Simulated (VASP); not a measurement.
Here is a VASP 6.6.1 calculation.

File INCAR:

```
SYSTEM = LiF
PREC     = Accurate       ! precision mode
ENCUT    = 520            ! plane-wave cutoff, eV
EDIFF    = 1E-7           ! SCF threshold, eV
ISMEAR   = 0              ! smearing method
SIGMA    = 0.01           ! smearing width, eV
LREAL    = .FALSE.        ! projectors in reciprocal space
LASPH    = .TRUE.         ! aspherical terms in the spheres
NELM     = 60             ! most SCF steps
ALGO     = Normal         ! electronic algorithm
ISIF     = 2              ! what is computed and relaxed
LWAVE    = .FALSE.        ! write WAVECAR
LCHARG   = .FALSE.        ! write CHGCAR
GGA      = PE             ! functional
NBANDS   = 12             ! bands
```

KPOINTS

```
Automatic mesh
0
G
  8 8 8
  0 0 0
```

The input POSCAR:

```
LiF
1.0
    2.6101555959      0.0000000000      0.0000000000
    0.0000000000      2.6101555959      0.0000000000
    0.0000000000      0.0000000000      2.6101555959
Li F
1 1
Direct
    0.0000000000      0.0000000000      0.0000000000
    0.5000000000      0.5000000000      0.5000000000
```

Potentials or basis: VASP PAW PBE potentials, release 64 (Li_sv, F).

Run with:

```bash
$ cat potpaw_PBE.64/Li_sv/POTCAR potpaw_PBE.64/F/POTCAR > POTCAR
$ mpirun -np 1 vasp_std > vasp.out
```

**Question.** Estimate the band gap on the k mesh.

**Answer.** 7.05 eV (least direct gap 7.67 eV).

 A k mesh can miss the band edges.
